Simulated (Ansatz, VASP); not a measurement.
# ZrS in VASP and in Ansatz

INCAR

```
PREC = Accurate ; ENCUT = 520
EDIFF = 1E-7 ; ISMEAR = 0
SIGMA = 0.05 ; LREAL = False
LASPH = True ; NELM = 80
ALGO = Normal ; ISIF = 2
LWAVE = False ; LCHARG = True
GGA = PS ; LELF = True
LVHAR = True ; NBANDS = 16
```

The input KPOINTS:

```
regular mesh
0
Gamma
  12 12 12
```

POSCAR

```
ZrS
1.0
    0.0000000000      2.5898851334      2.5898851334
    2.5898851334      0.0000000000      2.5898851334
    2.5898851334      2.5898851334      0.0000000000
Zr S
1 1
Direct
    0.5000000000      0.5000000000      0.5000000000
    0.0000000000      0.0000000000      0.0000000000
```

Input for Ansatz:

```yaml
crystal:
  lattice:
    - [0.0, 2.5898851334, 2.5898851334]
    - [2.5898851334, 0.0, 2.5898851334]
    - [2.5898851334, 2.5898851334, 0.0]
  atoms:
    - { symbol: Zr, position: [0.5, 0.5, 0.5] }
    - { symbol: S, position: [0.0, 0.0, 0.0] }
basis:
  ecutwfc: 420
  ecutrho_ratio: 4
kpoints:
  mp_grid: { grid: [12, 12, 12] }
hamiltonian:
  xc: pbesol
scf:
  occupations: { method: gaussian, width: 0.05 }
output:
  forces: true
  stress: true
  eigenvalues: true
```

Alike in both runs: task single point; functional PBEsol; k mesh 12 × 12 × 12; occupations gaussian, width 0.05 eV; no spin polarisation.

```csv
,VASP,Ansatz
version,VASP 6.6.1,Ansatz 0.2.0
potentials or method,"VASP PAW PBE potentials, release 64 (Zr_sv, S), cutoff 520 eV","scalar-relativistic, plane waves, PAW"
valence electrons in the cell,18,18
```

```csv
,VASP,Ansatz,Ansatz less VASP
gap on the k mesh at the Fermi level (eV),none,none,-
pressure (GPa),-1.1,-1.3,-0.22
```

VASP's potentials were made for PBE, not for PBEsol. A gap of «none» marks a metal or a gap that the smearing closes.
